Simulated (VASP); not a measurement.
Write the native input for VASP 6.6.1 that does the following.

```yaml
Task: single point
Functional: PBE
Potentials_or_basis: VASP PAW PBE potentials, release 64 (Pt)
Cutoff: 520 eV
k_mesh: 10 × 10 × 10
Occupations: methfessel-paxton, width 0.05 eV
Spin: no spin polarisation
Dipole_correction: no
Further_INCAR_settings: ALGO = Normal; EDIFF = 1e-06; NBANDS = 11
```

The structure of Pt lies in POSCAR:

```
Pt
1.0
    0.0000000000      1.9477392008      1.9477392008
    1.9477392008      0.0000000000      1.9477392008
    1.9477392008      1.9477392008      0.0000000000
Pt
1
Direct
    0.0000000000      0.0000000000      0.0000000000
```

One way to write it, as run:

INCAR

```
PREC     = Accurate       # precision mode
ENCUT    = 520            # plane-wave cutoff, eV
EDIFF    = 1E-6           # SCF threshold, eV
ISMEAR   = 1              # smearing method
SIGMA    = 0.05           # smearing width, eV
LREAL    = False          # projectors in reciprocal space
LASPH    = True           # aspherical terms in the spheres
NELM     = 60             # most SCF steps
ALGO     = Normal         # electronic algorithm
ISIF     = 2              # what is computed and relaxed
LWAVE    = False          # write WAVECAR
LCHARG   = True           # write CHGCAR
GGA      = PE             # functional
LELF     = True           # ELF
LVHAR    = True         
NBANDS   = 11             # bands
```

KPOINTS

```
regular mesh
0
Gamma
  10 10 10
```

Potentials or basis: VASP PAW PBE potentials, release 64 (Pt).

The run is started by

```sh
$ cat potpaw_PBE.64/Pt/POTCAR > POTCAR
$ mpirun -np 1 vasp_std > vasp.out
```

Results of the run:

```
Pressure               : 16.0 GPa
Band gap on the k mesh : zero (band 5 reaches 12.18 eV, above the bottom of band 6 at 9.89 eV)
```

Caveat: spin-orbit coupling is left out, which moves the levels of the heavy elements.

Wall time 9.5 s on 1 thread of AMD EPYC 7R13 (shared host), peak memory 0.1 GiB.
